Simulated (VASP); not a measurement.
Set up this calculation in VASP 6.6.1, as the native input.

- Task: single point
- Functional: PBE
- Potentials or basis: VASP PAW PBE potentials, release 64 (Al, N)
- Cutoff: 600 eV
- k mesh: 10 × 10 × 10
- Occupations: gaussian, width 0.01 eV
- Spin: no spin polarisation
- Dipole correction: no
- Further INCAR settings: ALGO = Normal; EDIFF = 1e-06; NBANDS = 11

The structure of AlN lies in POSCAR:

```
AlN
1.0
    0.0000000000      1.9690000000      1.9690000000
    1.9690000000      0.0000000000      1.9690000000
    1.9690000000      1.9690000000      0.0000000000
Al N
1 1
Direct
    0.0000000000      0.0000000000      0.0000000000
    0.5000000000      0.5000000000      0.5000000000
```

These files were run (other wordings do the same):

INCAR

```
PREC = Accurate
ENCUT = 600
EDIFF = 1E-6
ISMEAR = 0
SIGMA = 0.01
LREAL = False
LASPH = True
NELM = 120
ALGO = Normal
ISIF = 2
LWAVE = False
LCHARG = False
GGA = PE
NBANDS = 11
GGA_COMPAT = False
```

KPOINTS

```
Automatic mesh
0
Gamma
  10 10 10
```

Potentials or basis: VASP PAW PBE potentials, release 64 (Al, N).

The run is started by

```console
$ cat potpaw_PBE.64/Al/POTCAR potpaw_PBE.64/N/POTCAR > POTCAR
$ mpirun -np 1 vasp_std > vasp.out
```

It gave:

```yaml
Pressure: 30.0 GPa
Band_gap_on_the_k_mesh: 5.16 eV (least direct gap 6.87 eV)
```

Caveat: the cell stands under pressure.

Wall time 7.2 s on 1 thread of Intel(R) Xeon(R) Platinum 8259CL CPU @ 2.50GHz (Skylake/Cascade Lake), with other jobs on the host, peak memory 0.13 GiB.
